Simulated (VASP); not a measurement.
Crystal: Bi2Te3.

```xyz
5
Lattice="2.2219 1.2828 10.2994 -2.2219 1.2828 10.2994 0.0000 -2.5656 10.2994" Properties=species:S:1:pos:R:3 pbc="T T T"
Bi    0.0000    0.0000   18.5390
Bi    0.0000    0.0000   12.3593
Te    0.0000    0.0000   24.4251
Te    0.0000    0.0000    6.4732
Te    0.0000    0.0000    0.0000
```

Base run:

| Item | Value |
| --- | --- |
| Program | VASP 6.6.1 |
| Functional | PBE |
| Potentials or basis | VASP PAW PBE potentials, release 64 (Bi_d, Te) |
| Cutoff | 520 eV |
| k mesh | 7 × 7 × 7 |
| Occupations | fermi-dirac, width 0.05 eV |
| Spin | no spin polarisation |

Its results: band gap on the k mesh 0.30 eV; pressure -0.1 GPa; largest force 0.263 eV/Å.

Question: After a change of settings the same cell gave: band gap on the k mesh 0.34 eV; pressure -3.0 GPa; largest force 0.266 eV/Å. Which change was it?
A. functional from PBE to BLYP; further incar settings from ALGO = Normal; EDIFF = 1e-06; NBANDS = 32 to ALGO = Normal; EDIFF = 1e-07; NBANDS = 32
B. functional from PBE to revPBE; dispersion from none to D3(BJ)
C. dispersion from none to D4

Answer: B.

Caveats: spin-orbit coupling is left out, which moves the levels of the heavy elements; an odd mesh through Γ misses points on the zone boundary, where band edges can lie; the cell stands under tension (at least some runs); the PAW data sets were made with another functional, which shifts forces and pressure a little (at least some runs).
